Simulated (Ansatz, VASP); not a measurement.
**SiGe in VASP and in Ansatz**

```
Si Ge
1.0
     3.78725    0.00000    0.00000
    -1.89362    3.27985    0.00000
     0.00000    0.00000    6.26007
Si Ge
2 2
Direct
  0.66667 0.33333 0.87426
  0.33333 0.66667 0.37426
  0.66667 0.33333 0.50074
  0.33333 0.66667 0.00074
```

Alike in both runs: task single point; functional r2SCAN; k mesh 12 × 12 × 4; occupations gaussian, width 0.02 eV; no spin polarisation.

|  | VASP | Ansatz |
| --- | --- | --- |
| version | VASP 6.6.1 | Ansatz 0.2.0 |
| potentials or method | VASP PAW PBE potentials, release 64 (Si, Ge_d), cutoff 520 eV | scalar-relativistic, plane waves, PAW |
| valence electrons in the cell | 36 | 36 |

|  | VASP | Ansatz | Ansatz less VASP |
| --- | --- | --- | --- |
| gap on the k mesh at the Fermi level (eV) | 0.50 | 0.50 | -0.001 |
| least direct gap on the mesh (eV) | 1.06 | 1.06 | +0.007 |
| pressure (GPa) | 9.4 | 9.4 | +0.05 |
| traceless stress, the component that is largest in VASP (GPa) | 0.23 | 0.24 | +0.005 |

VASP's potentials were made for PBE, not for r2SCAN.
